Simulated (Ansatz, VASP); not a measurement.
## Au: VASP beside Ansatz

The input INCAR:

```
SYSTEM = Au
  ALGO = Fast
  EDIFF = 1E-7
  ENCUT = 520
  GGA = PS
  ISIF = 2
  ISMEAR = 0
  LASPH = .TRUE.
  LCHARG = .TRUE.
  LELF = .TRUE.
  LREAL = .FALSE.
  LVHAR = .TRUE.
  LWAVE = .FALSE.
  NBANDS = 18
  NELM = 100
  PREC = Accurate
  SIGMA = 0.15
```

KPOINTS

```
k-points
0
G
  18 18 10
  0 0 0
```

File POSCAR:

```
Au
1.0
    2.8999984104      0.0000000000      0.0000000000
   -1.4499992052      2.5114722944      0.0000000000
    0.0000000000      0.0000000000      4.8800000000
Au
2
Direct
    0.1333663925      0.5770777827      0.7500000000
    0.6666666667      0.3333333333      0.2500000000
```

Input for Ansatz:

```yaml
crystal:
  lattice:
    - [2.8999984104, 0.0, 0.0]
    - [-1.4499992052, 2.5114722944, 0.0]
    - [0.0, 0.0, 4.88]
  atoms:
    - { symbol: Au, position: [0.1333663925, 0.5770777827, 0.75] }
    - { symbol: Au, position: [0.6666666667, 0.3333333333, 0.25] }
basis:
  ecutwfc: 420
kpoints:
  mp_grid: { grid: [18, 18, 10] }
hamiltonian:
  xc: pbesol
scf:
  occupations: { method: gaussian, width: 0.15 }
output:
  forces: true
  stress: true
  eigenvalues: true
```

Alike in both runs: task single point; functional PBEsol; k mesh 18 × 18 × 10; occupations gaussian, width 0.15 eV; no spin polarisation.

|  | VASP | Ansatz |
| --- | --- | --- |
| version | VASP 6.6.1 | Ansatz 0.2.0 |
| potentials or method | VASP PAW PBE potentials, release 64 (Au), cutoff 520 eV | scalar-relativistic, plane waves, PAW |
| valence electrons in the cell | 22 | 38 |

```csv
,VASP,Ansatz,Ansatz less VASP
gap on the k mesh at the Fermi level (eV),none,none,-
pressure (GPa),-3.8,-3.6,+0.24
"traceless stress, the component that is largest in VASP (GPa)",5.41,5.45,+0.038
rms of the force components (eV/Å),0.278,0.279,+0.0011
```

VASP's potentials were made for PBE, not for PBEsol. Atom by atom the forces differ by 0.001 eV/Å (rms over components). A gap of «none» marks a metal or a gap that the smearing closes. VASP's potentials hold 22 valence electrons a cell and Ansatz's 38, so a difference there can come from the potentials and not from the codes.

Neither program's run includes spin-orbit coupling.
